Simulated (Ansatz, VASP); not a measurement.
# One calculation of PF2, two programs

The input INCAR:

```
PREC = Accurate
ENCUT = 520
EDIFF = 1E-6
ISMEAR = 0
SIGMA = 0.1
LREAL = False
LASPH = True
NELM = 100
ALGO = Normal
ISIF = 2
LWAVE = False
LCHARG = True
GGA = PE
IVDW = 12
LELF = True
LVHAR = True
NBANDS = 16
```

Contents of KPOINTS:

```
regular mesh
0
Gamma
  6 6 6
```

Contents of POSCAR:

```
PF2
1.0
    3.9253549200      0.0000000000      0.0000000000
   -1.9626774600      3.3994570800      0.0000000000
    0.0000000000      0.0000000000      2.8309504600
P F
1 2
Direct
    0.0000000000      0.0000000000      0.0000000000
    0.3333333300      0.6666666700      0.5000000000
    0.6666666700      0.3333333300      0.5000000000
```

Input for Ansatz:

```yaml
crystal:
  lattice:
    - [3.92535492, 0.0, 0.0]
    - [-1.96267746, 3.39945708, 0.0]
    - [0.0, 0.0, 2.83095046]
  atoms:
    - { symbol: P, position: [0.0, 0.0, 0.0] }
    - { symbol: F, position: [0.33333333, 0.66666667, 0.5] }
    - { symbol: F, position: [0.66666667, 0.33333333, 0.5] }
basis:
  ecutwfc: 420
kpoints:
  mp_grid: { grid: [6, 6, 6] }
hamiltonian:
  xc: pbe
  dispersion: d3bj
scf:
  occupations: { method: gaussian, width: 0.1 }
  lower_state_search: "off"
output:
  forces: true
  stress: true
  eigenvalues: true
```

Change from the starting cell: species swapped into the DyHg2 type (P6/mmm, No. 191).

Alike in both runs: task single point; functional PBE; dispersion D3(BJ); k mesh 6 × 6 × 6; occupations gaussian, width 0.1 eV; no spin polarisation.

|  | VASP | Ansatz |
| --- | --- | --- |
| version | VASP 6.6.1 | Ansatz 0.2.0 |
| potentials or method | VASP PAW PBE potentials, release 64 (P, F), cutoff 520 eV | scalar-relativistic, plane waves, PAW |
| valence electrons in the cell | 19 | 19 |

```tsv
	VASP	Ansatz	Ansatz less VASP
gap on the k mesh at the Fermi level (eV)	none	none	-
pressure (GPa)	-10.2	-9.9	+0.34
traceless stress, the component that is largest in VASP (GPa)	-22.36	-22.36	-0.007
```

A gap of «none» marks a metal or a gap that the smearing closes. Ansatz's warnings: dispersion switch in reach.

The k mesh is coarse, so the values compare programs but aren't converged.
